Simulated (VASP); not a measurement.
# TiAl3 (P1) in VASP: further runs, part 2 of 2

VASP 6.6.1.

### Step 3. Single point, r2SCAN

File POSCAR:

```
TiAl3
1.0
    2.8116683263     -0.0196588470     -0.0186566057
   -0.0324080002      4.6421640465     -0.0100864170
   -0.0321977504     -0.0105593121      4.9349421324
Ti Al
1 3
Direct
   -0.0267402667      0.4885473599      0.1760357973
    0.5033607929      0.5236931408      0.6745434641
    0.4735485346      0.0418715234      0.3082792194
    0.0048113747     -0.0030813399      0.8463180768
```

File INCAR.step1:

```
  PREC = Accurate
  ENCUT = 520
  ISMEAR = 0
  SIGMA = 0.1
  LREAL = F
  LASPH = T
  NELM = 100
  NBANDS = 18
  GGA = PE
  ALGO = Normal
  EDIFF = 1E-4
  LWAVE = T
  LCHARG = F
```

File INCAR.step2:

```
  PREC = Accurate
  ENCUT = 520
  EDIFF = 1E-7
  ISMEAR = 0
  SIGMA = 0.1
  LREAL = F
  LASPH = T
  NELM = 100
  ALGO = Normal
  ISIF = 2
  LWAVE = F
  LCHARG = F
  METAGGA = R2SCAN
  LMIXTAU = T
  NBANDS = 18
  ISTART = 1
```

File KPOINTS:

```
Automatic mesh
0
Gamma
  4 4 4
```

Potentials or basis: VASP PAW PBE potentials, release 64 (Ti_sv, Al).

On the command line:

```sh
cat potpaw_PBE.64/Ti_sv/POTCAR potpaw_PBE.64/Al/POTCAR > POTCAR
cp INCAR.step1 INCAR
mpirun -np 1 vasp_std > vasp.out
cp INCAR.step2 INCAR
mpirun -np 1 vasp_std > vasp.out
```

OUTCAR:

```text
PREC = Accurate
   ENCUT = 520
   EDIFF = 1E-7
   ISMEAR = 0
   LREAL = F
   LASPH = T
   NELM = 100
   ISIF = 2
   METAGGA = R2SCAN
   ISTART = 1

 ion  position               nearest neighbor table
   1  0.973  0.489  0.176-   3 2.58   3 2.60   2 2.80   4 2.80   2 2.81   2 2.86   4 2.87   2 2.91
                             3 2.98   3 3.02
   2  0.503  0.524  0.675-   4 2.72   4 2.76   1 2.80   1 2.81   1 2.86   3 2.87   1 2.91   4 2.94
                             4 2.96   3 3.02
   3  0.474  0.042  0.308-   1 2.58   1 2.60   4 2.62   4 2.75   2 2.87   1 2.98   4 2.99   2 3.02
                             1 3.02   4 3.04
   4  0.005  0.997  0.846-   3 2.62   2 2.72   3 2.75   2 2.76   1 2.80   1 2.87   2 2.94   2 2.96
                             3 2.99   3 3.04

  LATTYP: Found a triclinic cell.
 ALAT       =     2.8117989466
 B/A-ratio  =     1.9421376807
 C/A-ratio  =     1.7551249424
 COS(alpha) =     0.0031406690
 COS(beta)  =     0.0131439843
 COS(gamma) =     0.5267619076

  Lattice vectors:

 A1 = (   2.8116683263,  -0.0196588470,  -0.0186566057)
 A2 = (   2.8440763265,  -4.6618228935,  -0.0085701887)
 A3 = (   0.0321977504,   0.0105593121,  -4.9349421324)

Analysis of symmetry for initial positions (statically):
[... 183 lines left out ...]
 Fermi energy:         8.2681834225

 k-point     1 :       0.0000    0.0000    0.0000
  band No.  band energies     occupation
      1     -50.5493      2.00000
      2     -25.8859      2.00000
      3     -25.8326      2.00000
      4     -25.4250      2.00000
      5      -2.6318      2.00000
      6       2.5463      2.00000
[... 481 lines left out ...]
      5      -0.5992      2.00000
      6       2.2842      2.00000
[... 10 lines left out ...]
     17      13.1731      0.00000
     18      13.6090      0.00000

 [... further k-points ...]

------------------------ aborting loop because EDIFF is reached ----------------------------------------

  FORCE on cell =-STRESS in cart. coord.  units (eV):
  Direction    XX          YY          ZZ          XY          YZ          ZX
  --------------------------------------------------------------------------------------
  -------------------------------------------------------------------------------------
  Total        1.4275958      0.6504692     -0.3125159      0.4227350      0.1360566      0.1467403
  in kB       35.5133222     16.1812771     -7.7742431     10.5160898      3.3845862      3.6503581
  external PRESSURE =      14.6401187 kB  Pullay stress =       0.0000000 kB

 VOLUME and BASIS-vectors are now :
 -----------------------------------------------------------------------------
  energy-cutoff  :      520.00
  volume of cell :       64.41
      direct lattice vectors                 reciprocal lattice vectors
     2.811668326 -0.019658847 -0.018656606     0.355693558  0.002488231  0.002326027
    -0.032408000  4.642164046 -0.010086417     0.001509373  0.215428334  0.000470801
    -0.032197750 -0.010559312  4.934942132     0.001347789  0.000449716  0.202646377

 POSITION                                       TOTAL-FORCE (eV/Angst)
 -----------------------------------------------------------------------------------
      2.71498      2.24693      0.84564         0.230117      1.575298     -0.427138
      1.37659      2.41405      3.31416        -0.292266     -0.367037     -0.216153
      1.32018      0.18181      1.51208         0.112674     -1.589066      1.084024
     -0.04603      4.61883      4.16639        -0.050525      0.380805     -0.440733
 -----------------------------------------------------------------------------------
    total drift:                                0.000198     -0.000443      0.000239

  FREE ENERGIE OF THE ION-ELECTRON SYSTEM (eV)
  ---------------------------------------------------
  free  energy   TOTEN  =       -33.7092446107 eV

  energy  without entropy=      -33.6941043933  energy(sigma->0) =      -33.70167450
```

OUTCAR.step1:

```text
PREC = Accurate
   ENCUT = 520
   ISMEAR = 0
   LREAL = F
[... 742 lines left out ...]
      2.71498      2.24693      0.84564         0.220925      1.496739     -0.428623
      1.37659      2.41405      3.31416        -0.263594     -0.327078     -0.190887
      1.32018      0.18181      1.51208         0.103285     -1.524178      1.019229
     -0.04603      4.61883      4.16639        -0.060617      0.354517     -0.399719
 -----------------------------------------------------------------------------------
    total drift:                               -0.000395     -0.002134     -0.000820

  FREE ENERGIE OF THE ION-ELECTRON SYSTEM (eV)
  ---------------------------------------------------
  free  energy   TOTEN  =       -19.5650927516 eV

  energy  without entropy=      -19.5485330484  energy(sigma->0) =      -19.55681290
```

OSZICAR.step1:

```text
N       E                     dE             d eps       ncg     rms          rms(c)
DAV:   1     0.131441881100E+03    0.13144E+03   -0.95740E+03  1296   0.109E+03
DAV:   2    -0.831791114502E+01   -0.13976E+03   -0.13653E+03  1312   0.293E+02
DAV:   3    -0.204277021779E+02   -0.12110E+02   -0.11903E+02  2242   0.729E+01
DAV:   4    -0.212293338623E+02   -0.80163E+00   -0.79995E+00  1682   0.148E+01
DAV:   5    -0.212613701131E+02   -0.32036E-01   -0.32031E-01  1870   0.295E+00    0.104E+01
DAV:   6    -0.207626018202E+02    0.49877E+00   -0.23031E+01  1742   0.324E+01    0.763E+00
DAV:   7    -0.196522965731E+02    0.11103E+01   -0.98314E+00  1718   0.196E+01    0.307E+00
DAV:   8    -0.195708402060E+02    0.81456E-01   -0.58370E-01  1584   0.641E+00    0.830E-01
DAV:   9    -0.195650419900E+02    0.57982E-02   -0.51662E-02  1578   0.196E+00    0.350E-01
DAV:  10    -0.195650507472E+02   -0.87572E-05   -0.33301E-03  1718   0.472E-01    0.109E-01
DAV:  11    -0.195650927516E+02   -0.42004E-04   -0.72937E-04  1620   0.204E-01
   1 F= -.19565093E+02 E0= -.19556813E+02  d E =-.165597E-01
```

Run time: 3.6 min. Hardware: 1 thread of AMD EPYC 7R13, shared host; peak memory 0.21 GiB.

Results:

- Free energy: -33.7092 eV
- Pressure: 1.5 GPa
- Largest force: 1.927 eV/Å
- Band gap on the k mesh: zero (an odd number of electrons rules out a gap without spin polarisation)

Forces in eV/Å, atoms in the order of the input:
```
Ti   0.230  1.575 -0.427
Al  -0.292 -0.367 -0.216
Al   0.113 -1.589  1.084
Al  -0.051  0.381 -0.441
```

Levels at points of the mesh, in eV from the Fermi level:
| k point | band 9 | band 10 | band 11 | band 12 | band 13 | band 14 |
| --- | --- | --- | --- | --- | --- | --- |
| (0.00, 0.00, 0.00) | -2.66 | -0.87 | -0.48 | 2.46 | 2.53 | 2.68 |
| (0.50, 0.00, 0.00) | -1.96 | 0.27 | 0.59 | 0.78 | 1.46 | 1.72 |
| (0.00, 0.50, 0.00) | -2.40 | -1.91 | -0.20 | 2.41 | 2.66 | 2.84 |
| (0.50, 0.50, 0.00) | -1.86 | -0.61 | -0.24 | 0.50 | 1.09 | 1.23 |
| (0.00, 0.00, 0.50) | -2.16 | -1.42 | -0.43 | 2.39 | 2.49 | 2.66 |
| (0.50, 0.00, 0.50) | -1.56 | -0.25 | 0.03 | 0.55 | 1.40 | 2.43 |
| (0.00, 0.50, 0.50) | -0.35 | -0.13 | 0.83 | 2.42 | 2.60 | 3.58 |
| (0.50, 0.50, 0.50) | -3.29 | -2.96 | -1.09 | -0.28 | 1.05 | 2.32 |

Caveat: the k points lie up to 0.56 Å⁻¹ apart, too coarse for converged energies and pressures of a metal; the PAW data sets were made with another functional, which shifts forces and pressure a little.

### Step 4. Single point, r2SCAN

POSCAR is that of step 3.

File INCAR.step1:

```
SYSTEM = TiAl3
  PREC = Accurate
  ENCUT = 520
  ISMEAR = 0
  SIGMA = 0.1
  LREAL = .FALSE.
  LASPH = .TRUE.
  NELM = 100
  NBANDS = 18
  GGA = PE
  ALGO = Normal
  EDIFF = 1E-4
  LWAVE = .TRUE.
  LCHARG = .FALSE.
```

File INCAR.step2:

```
SYSTEM = TiAl3
  PREC = Accurate
  ENCUT = 520
  EDIFF = 1E-6
  ISMEAR = 0
  SIGMA = 0.1
  LREAL = .FALSE.
  LASPH = .TRUE.
  NELM = 100
  ALGO = Normal
  ISIF = 2
  LWAVE = .FALSE.
  LCHARG = .FALSE.
  METAGGA = R2SCAN
  LMIXTAU = .TRUE.
  NBANDS = 18
  ISTART = 1
```

File KPOINTS:

```
regular mesh
0
G
  6 4 4
  0 0 0
```

On the command line:

```sh
cat potpaw_PBE.64/Ti_sv/POTCAR potpaw_PBE.64/Al/POTCAR > POTCAR
cp INCAR.step1 INCAR
mpirun -np 1 vasp_std > vasp.out
cp INCAR.step2 INCAR
mpirun -np 1 vasp_std > vasp.out
```

Run time: 3.2 min. Hardware: 1 thread of AMD EPYC 7R13, shared host; peak memory 0.22 GiB.

It converged, with:

* Free energy: -33.9124 eV
* Pressure: 1.3 GPa
* Largest force: 2.130 eV/Å
* Band gap on the k mesh: zero (an odd number of electrons rules out a gap without spin polarisation)

Forces in eV/Å, atoms in the order of the input:
```
Ti   0.232  1.740 -0.437
Al  -0.281 -0.314 -0.178
Al   0.112 -1.728  1.240
Al  -0.064  0.302 -0.625
```

Stress tensor (GPa, compression positive):
```
1.26 1.31 0.82
1.31 2.32 0.21
0.82 0.21 0.28
```

Levels at points of the mesh, in eV from the Fermi level:
```
           k point  band 9  band 10  band 11  band 12  band 13  band 14
(0.00, 0.00, 0.00)   -2.69    -0.92    -0.54     2.41     2.48     2.63
(0.50, 0.00, 0.00)   -2.02     0.22     0.54     0.73     1.42     1.70
(0.00, 0.50, 0.00)   -2.44    -1.95    -0.28     2.34     2.64     2.77
(0.50, 0.50, 0.00)   -1.88    -0.65    -0.30     0.42     1.05     1.18
(0.00, 0.00, 0.50)   -2.17    -1.48    -0.49     2.33     2.45     2.60
(0.50, 0.00, 0.50)   -1.62    -0.29     0.01     0.50     1.39     2.42
(0.00, 0.50, 0.50)   -0.40    -0.22     0.77     2.36     2.57     3.54
(0.50, 0.50, 0.50)   -3.36    -2.98    -1.13    -0.33     0.98     2.27
```

Caveat: the k points lie up to 0.37 Å⁻¹ apart, too coarse for converged energies and pressures of a metal; the PAW data sets were made with another functional, which shifts forces and pressure a little.

### Step 5. Single point, r2SCAN

POSCAR is that of step 4.

File INCAR.step1:

```
PREC     = Accurate       # precision mode
ENCUT    = 520            # plane-wave cutoff, eV
ISMEAR   = 0              # smearing method
SIGMA    = 0.1            # smearing width, eV
LREAL    = False          # projectors in reciprocal space
LASPH    = True           # aspherical terms in the spheres
NELM     = 100            # most SCF steps
NBANDS   = 18             # bands
GGA      = PE             # functional
ALGO     = Normal         # electronic algorithm
EDIFF    = 1E-4           # SCF threshold, eV
LWAVE    = True           # write WAVECAR
LCHARG   = False          # write CHGCAR
```

File INCAR.step2:

```
PREC     = Accurate       # precision mode
ENCUT    = 520            # plane-wave cutoff, eV
EDIFF    = 1E-6           # SCF threshold, eV
ISMEAR   = 0              # smearing method
SIGMA    = 0.1            # smearing width, eV
LREAL    = False          # projectors in reciprocal space
LASPH    = True           # aspherical terms in the spheres
NELM     = 100            # most SCF steps
ALGO     = Normal         # electronic algorithm
ISIF     = 2              # what is computed and relaxed
LWAVE    = False          # write WAVECAR
LCHARG   = False          # write CHGCAR
METAGGA  = R2SCAN         # meta-GGA
LMIXTAU  = True         
NBANDS   = 18             # bands
ISTART   = 1
```

File KPOINTS:

```
Automatic mesh
0
Gamma
  8 4 4
```

On the command line:

```sh
cat potpaw_PBE.64/Ti_sv/POTCAR potpaw_PBE.64/Al/POTCAR > POTCAR
cp INCAR.step1 INCAR
mpirun -np 1 vasp_std > vasp.out
cp INCAR.step2 INCAR
mpirun -np 1 vasp_std > vasp.out
```

Wall time 5.1 min (1 thread of AMD EPYC 7R13, shared host); peak memory 0.24 GiB.

Results (log left out):

```yaml
Free_energy: -33.8491 eV
Pressure: 1.3 GPa
Largest_force: 2.018 eV/Å
Band_gap_on_the_k_mesh: zero (an odd number of electrons rules out a gap without spin polarisation)
```

Forces on the atoms (eV/Å):
```
Ti   0.225  1.641 -0.435
Al  -0.281 -0.335 -0.179
Al   0.119 -1.650  1.156
Al  -0.063  0.344 -0.542
```

Stress tensor (GPa, compression positive):
```
1.92 1.07 0.64
1.07 1.76 0.31
0.64 0.31 0.19
```

Levels at points of the mesh, in eV from the Fermi level:
```
           k point  band 9  band 10  band 11  band 12  band 13  band 14
(0.00, 0.00, 0.00)   -2.67    -0.88    -0.49     2.45     2.53     2.67
(0.50, 0.00, 0.00)   -1.97     0.25     0.58     0.76     1.45     1.73
(0.00, 0.50, 0.00)   -2.41    -1.92    -0.22     2.40     2.69     2.82
(0.50, 0.50, 0.00)   -1.84    -0.62    -0.26     0.47     1.08     1.21
(0.00, 0.00, 0.50)   -2.16    -1.44    -0.45     2.37     2.50     2.65
(0.50, 0.00, 0.50)   -1.58    -0.26     0.04     0.54     1.40     2.43
(0.00, 0.50, 0.50)   -0.36    -0.16     0.81     2.41     2.62     3.57
(0.50, 0.50, 0.50)   -3.32    -2.96    -1.10    -0.29     1.03     2.31
```

Caveat: the PAW data sets were made with another functional, which shifts forces and pressure a little.

### Step 6. Summary

| k mesh | gap on the mesh (eV) | pressure (GPa) | largest force (eV/Å) |
| --- | --- | --- | --- |
| 4 × 2 × 2 | none | 1.7 | 2.15 |
| 4 × 4 × 4 | none | 1.5 | 1.93 |
| 6 × 4 × 4 | none | 1.3 | 2.13 |
| 8 × 4 × 4 | none | 1.3 | 2.02 |

Alike in all rows: task single point; level r2SCAN; potentials or basis VASP PAW PBE potentials, release 64 (Ti_sv, Al); no spin polarisation; cell as given; cutoff (eV) 520; smearing gaussian 0.1 eV.

Caveats: some runs use coarse meshes; the PAW data sets were made with another functional, which shifts forces and pressure a little.

Absolute energies hang on the potentials; compare differences alone.
